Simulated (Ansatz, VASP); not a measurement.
# Two plane-wave programs on Se

The input INCAR:

```
PREC = Accurate
ENCUT = 520
EDIFF = 1E-6
ISMEAR = 0
SIGMA = 0.05
LREAL = F
LASPH = T
NELM = 80
ALGO = Normal
ISIF = 2
LWAVE = F
LCHARG = F
GGA = PE
IVDW = 12
NBANDS = 16
```

KPOINTS

```
regular mesh
0
Gamma
  9 9 8
```

Contents of POSCAR:

```
Se
1.0
    3.8282306585      0.0000000000      0.0000000000
   -1.9141153292      3.3153450018      0.0000000000
    0.0000000000      0.0000000000      5.7905816940
Se
3
Direct
    0.2934348538      0.0000000000      0.3333333333
    0.0000000000      0.2934348538      0.6666666667
    0.7065651462      0.7065651462      0.0000000000
```

Input for Ansatz:

```yaml
crystal:
  lattice:
    - [3.8282306585, 0.0, 0.0]
    - [-1.9141153292, 3.3153450018, 0.0]
    - [0.0, 0.0, 5.790581694]
  atoms:
    - { symbol: Se, position: [0.2934348538, 0.0, 0.3333333333] }
    - { symbol: Se, position: [0.0, 0.2934348538, 0.6666666667] }
    - { symbol: Se, position: [0.7065651462, 0.7065651462, 0.0] }
basis:
  ecutwfc: 420
kpoints:
  mp_grid: { grid: [9, 9, 8] }
hamiltonian:
  xc: pbe
  dispersion: d3bj
scf:
  occupations: { method: gaussian, width: 0.05 }
output:
  forces: true
  stress: true
  eigenvalues: true
```

Alike in both runs: task single point; functional PBE; dispersion D3(BJ); k mesh 9 × 9 × 8; occupations gaussian, width 0.05 eV; no spin polarisation.

```csv
,VASP,Ansatz
version,VASP 6.6.1,Ansatz 0.2.0
potentials or method,"VASP PAW PBE potentials, release 64 (Se), cutoff 520 eV","scalar-relativistic, plane waves, PAW"
valence electrons in the cell,18,48
```

|  | VASP | Ansatz | Ansatz less VASP |
| --- | --- | --- | --- |
| gap on the k mesh at the Fermi level (eV) | none | none | - |
| pressure (GPa) | -7.3 | -7.3 | -0.01 |
| traceless stress, the component that is largest in VASP (GPa) | -6.27 | -6.28 | -0.008 |
| rms of the force components (eV/Å) | 0.377 | 0.377 | +0.0006 |

Atom by atom the forces differ by 0.001 eV/Å (rms over components). A gap of «none» marks a metal or a gap that the smearing closes. VASP's potentials hold 18 valence electrons a cell and Ansatz's 48, so a difference there can come from the potentials and not from the codes.
